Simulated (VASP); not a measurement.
## CoSi2: single point with PBE

Crystal: CoSi2.

```
Co Si
1.0
     0.00000    2.69574    2.69574
     2.69574    0.00000    2.69574
     2.69574    2.69574    0.00000
Co Si
1 2
Direct
  0.00000 0.00000 0.00000
  0.25000 0.25000 0.25000
  0.75000 0.75000 0.75000
```

| Quantity | Value |
| --- | --- |
| Program | VASP 6.6.1 |
| Task | single point |
| Functional | PBE |
| Potentials or basis | VASP PAW PBE potentials, release 64 (Co, Si) |
| Cutoff | 600 eV |
| k mesh | 9 × 9 × 9 |
| Occupations | gaussian, width 0.1 eV |
| Spin | collinear spin, ferromagnetic start |
| Starting moments | [3.2, 0.0, 0.0] μB |

```json
{
  "Pressure": "-3.1 GPa",
  "Net moment": "0.00 μB per cell",
  "Valence electrons inside the program's atomic spheres": "Co 8.80; Si 1.58"
}
```

Levels at points of the mesh, in eV from the Fermi level:
Spin up:
| k point | band 6 | band 7 | band 8 | band 9 | band 10 | band 11 | band 12 | band 13 |
| --- | --- | --- | --- | --- | --- | --- | --- | --- |
| (0.00, 0.00, 0.00) | -1.81 | 0.60 | 3.37 | 3.37 | 3.37 | 3.48 | 3.48 | 3.48 |
Spin down:
```tsv
k point	band 5	band 6	band 7	band 8	band 9	band 10	band 11	band 12	band 13	band 14
(0.00, 0.00, 0.00)	-1.81	-1.81	0.60	3.37	3.37	3.37	3.48	3.48	3.48	5.62
```

Wall time 37 s on 1 thread of Intel(R) Xeon(R) 6975P-C (Granite Rapids), on a shared host, peak memory 0.21 GiB.

Caveat: the cell stands under tension.
